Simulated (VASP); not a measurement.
# Bi2Te3 (R3m) in VASP: notebook, part 3 of 3

VASP 6.6.1. The steps go on from the part before.

## Step 5: Electric field gradients, LDA (zz strain of -3 %)

INCAR reads:

```
SYSTEM = Bi2Te3
ALGO     = Normal         ! electronic algorithm
EDIFF    = 1E-8           ! SCF threshold, eV
ENCUT    = 520            ! plane-wave cutoff, eV
GGA      = CA             ! functional
ISIF     = 2              ! what is computed and relaxed
ISMEAR   = -1             ! smearing method
LASPH    = .TRUE.         ! aspherical terms in the spheres
LCHARG   = .FALSE.        ! write CHGCAR
LEFG     = .TRUE.       
LREAL    = .FALSE.        ! projectors in reciprocal space
LWAVE    = .FALSE.        ! write WAVECAR
NBANDS   = 32             ! bands
NELM     = 80             ! most SCF steps
PREC     = Accurate       ! precision mode
SIGMA    = 0.08           ! smearing width, eV
```

KPOINTS reads:

```
k-points
0
G
  8 8 8
  0 0 0
```

POSCAR reads:

```
Bi2Te3
1.0
    2.2085012539      1.2750787934      9.6482699000
   -2.2085012539      1.2750787934      9.6482699000
    0.0000000000     -2.5501575869      9.6482699000
Bi Te
2 3
Direct
    0.8120000000      0.8120000000      0.8120000000
    0.4020000000      0.4020000000      0.4020000000
    0.6110000000      0.6110000000      0.6110000000
    0.2000000000      0.2000000000      0.2000000000
    0.0000000000      0.0000000000      0.0000000000
```

Potentials or basis: VASP PAW LDA potentials, release 64 (Bi_d, Te).

The run is started by

```
$ cat potpaw_LDA.64/Bi_d/POTCAR potpaw_LDA.64/Te/POTCAR > POTCAR
$ mpirun -np 1 vasp_std > vasp.out
```

OUTCAR:

```text
SYSTEM = Bi2Te3
   EDIFF = 1E-8
   ENCUT = 520
   GGA = CA
   ISIF = 2
   ISMEAR = -1
   LASPH = .TRUE.
   LREAL = .FALSE.
   NELM = 80
   PREC = Accurate

 ion  position               nearest neighbor table
   1  0.812  0.812  0.812-   4 3.00   4 3.00   4 3.00   2 3.38   2 3.38   2 3.38
   2  0.402  0.402  0.402-   5 3.23   5 3.23   5 3.23   1 3.38   1 3.38   1 3.38
   3  0.611  0.611  0.611-   5 3.02   5 3.02   5 3.02   4 3.40   4 3.40   4 3.40
   4  0.200  0.200  0.200-   1 3.00   1 3.00   1 3.00   3 3.40   3 3.40   3 3.40
   5  0.000  0.000  0.000-   3 3.02   3 3.02   3 3.02   2 3.23   2 3.23   2 3.23

  LATTYP: Found a trigonal (rhomboedric) cell.
 ALAT       =     9.9795999810
 COS(alpha) =     0.9020512205

  Lattice vectors:

 A1 = (   2.2085012539,   1.2750787934,   9.6482699000)
 A2 = (  -2.2085012539,   1.2750787934,   9.6482699000)
 A3 = (   0.0000000000,  -2.5501575869,   9.6482699000)

Analysis of symmetry for initial positions (statically):
=====================================================================
 Subroutine PRICEL returns:
 Original cell was already a primitive cell.

 Routine SETGRP: Setting up the symmetry group for a
 trigonal (rhombohedral) supercell.

 Subroutine GETGRP returns: Found  6 space group operations
 (whereof  6 operations were pure point group operations)
 out of a pool of 12 trial point group operations.

The static configuration has the point symmetry C_3v.

Analysis of symmetry for dynamics (positions and initial velocities):
[... 179 lines left out ...]
      6     -15.8810      2.00000
[... 829 lines left out ...]
     31      10.2957      0.00000
     32      11.6385      0.00000

 [... further k-points ...]
[... 5 lines left out ...]
  --------------------------------------------------------------------------------------
  -------------------------------------------------------------------------------------
  Total       -0.1010922     -0.1010922     -0.5500809      0.0000000      0.0000000      0.0000000
  in kB       -0.9935574     -0.9935574     -5.4063202      0.0000000      0.0000000      0.0000000
  external PRESSURE =      -2.4644783 kB  Pullay stress =       0.0000000 kB

 VOLUME and BASIS-vectors are now :
 -----------------------------------------------------------------------------
  energy-cutoff  :      520.00
  volume of cell :      163.02
      direct lattice vectors                 reciprocal lattice vectors
     2.208501254  1.275078793  9.648269900     0.226397879  0.130710876  0.034548508
    -2.208501254  1.275078793  9.648269900    -0.226397879  0.130710876  0.034548508
     0.000000000 -2.550157587  9.648269900     0.000000000 -0.261421753  0.034548508

 POSITION                                       TOTAL-FORCE (eV/Angst)
 -----------------------------------------------------------------------------------
      0.00000     -0.00000     23.50319         0.000000      0.000000     -0.924121
      0.00000     -0.00000     11.63581         0.000000      0.000000     -0.347622
      0.00000     -0.00000     17.68528         0.000000      0.000000     -0.794386
      0.00000     -0.00000      5.78896         0.000000     -0.000000      0.875098
      0.00000      0.00000      0.00000         0.000000     -0.000000      1.191031
 -----------------------------------------------------------------------------------
    total drift:                               -0.000000     -0.000000     -0.000226

  FREE ENERGIE OF THE ION-ELECTRON SYSTEM (eV)
  ---------------------------------------------------
  free  energy   TOTEN  =       -20.3069983165 eV

  energy  without entropy=      -20.2697433205  energy(sigma->0) =      -20.28837082

 Electric field gradients (V/A^2)
---------------------------------------------------------------------
 ion       V_xx      V_yy      V_zz      V_xy      V_xz      V_yz
---------------------------------------------------------------------
   1      34.146    34.146   -68.292    -0.000     0.000     0.000
   2      10.787    10.787   -21.575     0.000    -0.000     0.000
   3       8.466     8.466   -16.932    -0.000    -0.000     0.000
   4       2.762     2.762    -5.525    -0.000    -0.000     0.000
   5       2.380     2.380    -4.760     0.000    -0.000     0.000
---------------------------------------------------------------------

 Electric field gradients after diagonalization (V/A^2)
 (convention: |V_zz| > |V_xx| > |V_yy|)
----------------------------------------------------------------------
 ion       V_xx      V_yy      V_zz     asymmetry (V_yy - V_xx)/ V_zz
----------------------------------------------------------------------
   1      34.146    34.146   -68.292       0.000
   2      10.787    10.787   -21.575       0.000
   3       8.466     8.466   -16.932       0.000
   4       2.762     2.762    -5.525       0.000
   5       2.380     2.380    -4.760       0.000
----------------------------------------------------------------------

           NMR quadrupolar parameters

 Cq : quadrupolar parameter    Cq=e*Q*V_zz/h
 eta: asymmetry parameters     (V_yy - V_xx)/ V_zz
 Q  : nuclear electric quadrupole moment in mb (millibarn)
----------------------------------------------------------------------
 ion       Cq(MHz)       eta       Q (mb)
----------------------------------------------------------------------
   1      -0.165       0.000       1.000
   2      -0.052       0.000       1.000
   3      -0.041       0.000       1.000
   4      -0.013       0.000       1.000
   5      -0.012       0.000       1.000
----------------------------------------------------------------------
```

stdout:

```text
POSCAR found type information on POSCAR BiTe
 POSCAR found :  2 types and       5 ions
 scaLAPACK will be used
 LDA part: xc-table for (Slater(with rela. corr.)+CA(PZ))
 , standard interpolation
 POSCAR, INCAR and KPOINTS ok, starting setup
 FFT: planning ... GRIDC
 FFT: planning ... GRID_SOFT
 FFT: planning ... GRID
 WAVECAR not read
 entering main loop
ion   1

ion   2

ion   3

ion   4

ion   5
```

Wall time 20 min (1 thread of Intel Xeon Platinum 8488C (Sapphire Rapids), shared host); peak memory 0.83 GiB.

Results:

```yaml
Free_energy: -20.3070 eV
Pressure: -0.2 GPa
Largest_force: 1.191 eV/Å
Band_gap_on_the_k_mesh: zero (band 24 reaches 6.68 eV, above the bottom of band 25 at 6.47 eV)
```

Forces on the atoms (eV/Å):
```
Bi   0.000  0.000 -0.924
Bi   0.000  0.000 -0.348
Te   0.000  0.000 -0.794
Te   0.000  0.000  0.875
Te   0.000  0.000  1.191
```

Electric field gradients, principal values (V/Å²):
| atom | least | middle | greatest (by size) |
| --- | --- | --- | --- |
| 1 Bi | 34.146 | 34.146 | -68.292 |
| 2 Bi | 10.787 | 10.787 | -21.575 |
| 3 Te | 8.466 | 8.466 | -16.932 |
| 4 Te | 2.762 | 2.762 | -5.525 |
| 5 Te | 2.380 | 2.380 | -4.760 |

Caveat: the cell differs from its parent crystal (zz strain of -3 %); without QUAD_EFG the Cq values of the log hold for a quadrupole moment of 1 mb, not for the nuclei; spin-orbit coupling is left out, which moves the levels of the heavy elements; forces of over 1 eV/Å act on the atoms, so gaps and moduli don't describe the material at rest.

## Step 6: Electric field gradients, LDA (volume scaled by 1.06)

INCAR reads:

```
SYSTEM = Bi2Te3
PREC = Accurate ; ENCUT = 520
EDIFF = 1E-8 ; ISMEAR = -1
SIGMA = 0.08 ; LREAL = .False.
LASPH = .True. ; NELM = 80
ALGO = Normal ; ISIF = 2
LWAVE = .False. ; LCHARG = .False.
GGA = CA ; LEFG = .True.
NBANDS = 32
```

KPOINTS reads:

```
regular mesh
0
Gamma
  8 8 8
  0 0 0
```

POSCAR, as its differences from that of step 5:

```diff
@@ -2,5 +2,5 @@
 1.0
-    2.2085012539      1.2750787934      9.6482699000
-   -2.2085012539      1.2750787934      9.6482699000
-    0.0000000000     -2.5501575869      9.6482699000
+    2.2518161968      1.3000866874     10.1417522724
+   -2.2518161968      1.3000866874     10.1417522724
+    0.0000000000     -2.6001733748     10.1417522724
 Bi Te
```

Potentials or basis: VASP PAW LDA potentials, release 64 (Bi_d, Te).

The run is started by

```
$ cat potpaw_LDA.64/Bi_d/POTCAR potpaw_LDA.64/Te/POTCAR > POTCAR
$ mpirun -np 1 vasp_std > vasp.out
```

OUTCAR:

```text
SYSTEM = Bi2Te3
   PREC = Accurate
   ENCUT = 520
   EDIFF = 1E-8
   ISMEAR = -1
   LREAL = .False.
   LASPH = .True.
   NELM = 80
   ISIF = 2
   GGA = CA

 ion  position               nearest neighbor table
   1  0.812  0.812  0.812-   4 3.09   4 3.09   4 3.09   2 3.49   2 3.49   2 3.49
   2  0.402  0.402  0.402-   5 3.34   5 3.34   5 3.34   1 3.49   1 3.49   1 3.49
   3  0.611  0.611  0.611-   5 3.10   5 3.10   5 3.10   4 3.51   4 3.51   4 3.51
   4  0.200  0.200  0.200-   1 3.09   1 3.09   1 3.09   3 3.51   3 3.51   3 3.51
   5  0.000  0.000  0.000-   3 3.10   3 3.10   3 3.10   2 3.34   2 3.34   2 3.34

  LATTYP: Found a trigonal (rhomboedric) cell.
 ALAT       =    10.4697679408
 COS(alpha) =     0.9074829532

  Lattice vectors:
[... 1073 lines left out ...]
   1      28.155    28.155   -56.310     0.000    -0.000    -0.000
   2       5.305     5.305   -10.611     0.000     0.000    -0.000
   3      -3.551    -3.551     7.103    -0.000    -0.000    -0.000
   4      -7.716    -7.716    15.431    -0.000    -0.000    -0.000
   5     -11.637   -11.637    23.275     0.000    -0.000    -0.000
---------------------------------------------------------------------

 Electric field gradients after diagonalization (V/A^2)
 (convention: |V_zz| > |V_xx| > |V_yy|)
----------------------------------------------------------------------
 ion       V_xx      V_yy      V_zz     asymmetry (V_yy - V_xx)/ V_zz
----------------------------------------------------------------------
   1      28.155    28.155   -56.310       0.000
   2       5.305     5.305   -10.611       0.000
   3      -3.551    -3.551     7.103       0.000
   4      -7.716    -7.716    15.431       0.000
   5     -11.637   -11.637    23.275       0.000
----------------------------------------------------------------------

           NMR quadrupolar parameters

 Cq : quadrupolar parameter    Cq=e*Q*V_zz/h
 eta: asymmetry parameters     (V_yy - V_xx)/ V_zz
 Q  : nuclear electric quadrupole moment in mb (millibarn)
----------------------------------------------------------------------
 ion       Cq(MHz)       eta       Q (mb)
----------------------------------------------------------------------
   1      -0.136       0.000       1.000
   2      -0.026       0.000       1.000
   3       0.017       0.000       1.000
   4       0.037       0.000       1.000
   5       0.056       0.000       1.000
----------------------------------------------------------------------
```

It took 17 min on 1 thread of Intel Xeon 6975P-C (Granite Rapids), shared host; peak memory 0.78 GiB.

What came out:

```
Free energy            : -20.0678 eV
Pressure               : -4.2 GPa
Largest force          : 0.984 eV/Å
Band gap on the k mesh : zero (band 24 reaches 5.58 eV, above the bottom of band 25 at 5.40 eV)
```

Forces in eV/Å, atoms in the order of the input:
```
Bi   0.000  0.000 -0.486
Bi   0.000  0.000 -0.475
Te   0.000  0.000 -0.386
Te   0.000  0.000  0.362
Te   0.000  0.000  0.984
```

Levels at points of the mesh, in eV from the Fermi level:
```csv
k point,band 20,band 21,band 22,band 23,band 24,band 25,band 26,band 27,band 28,band 29
"(0.00, 0.00, 0.00)",-1.96,-1.96,-0.53,-0.39,-0.39,-0.14,0.30,0.30,2.00,2.00
"(0.50, 0.00, 0.00)",-3.07,-2.99,-2.02,-0.26,-0.26,-0.15,0.46,2.30,2.67,3.21
"(0.50, 0.50, 0.00)",-2.73,-2.19,-1.73,-0.96,-0.45,0.34,1.10,1.62,2.34,2.45
"(0.50, 0.50, 0.50)",-1.93,-1.80,-0.94,-0.62,-0.62,0.37,0.82,0.82,1.57,1.57
```

Electric field gradients, principal values (V/Å²):
```csv
atom,least,middle,greatest (by size)
1 Bi,28.155,28.155,-56.310
2 Bi,5.305,5.305,-10.611
3 Te,-3.551,-3.551,7.103
4 Te,-7.716,-7.716,15.431
5 Te,-11.637,-11.637,23.275
```

Caveat: without QUAD_EFG the Cq values of the log hold for a quadrupole moment of 1 mb, not for the nuclei; spin-orbit coupling is left out, which moves the levels of the heavy elements.

## Step 7: Overview

```tsv
cell	gap on the mesh (eV)	pressure (GPa)	largest force (eV/Å)
a = 10.268 Å, angles 24.8°, 5 atoms	none	-1.8	1.16
a = 10.336 Å, angles 24.8°, 5 atoms	none	-2.7	1.10
a = 10.302 Å, angles 24.8°, 5 atoms	none	-2.3	1.13
a = 9.980 Å, angles 25.6°, 5 atoms	none	-0.2	1.19
a = 10.470 Å, angles 24.8°, 5 atoms	none	-4.2	0.98
```

Alike in all rows: task electric field gradients; level LDA; potentials or basis VASP PAW LDA potentials, release 64 (Bi_d, Te); no spin polarisation; k mesh 8 × 8 × 8; cutoff (eV) 520; smearing fermi-dirac 0.08 eV.

Caveats: spin-orbit coupling is left out, which moves the levels of the heavy elements; forces of over 1 eV/Å act on the atoms, so gaps and moduli don't describe the material at rest (some runs).

Absolute energies hang on the potentials; compare differences alone.
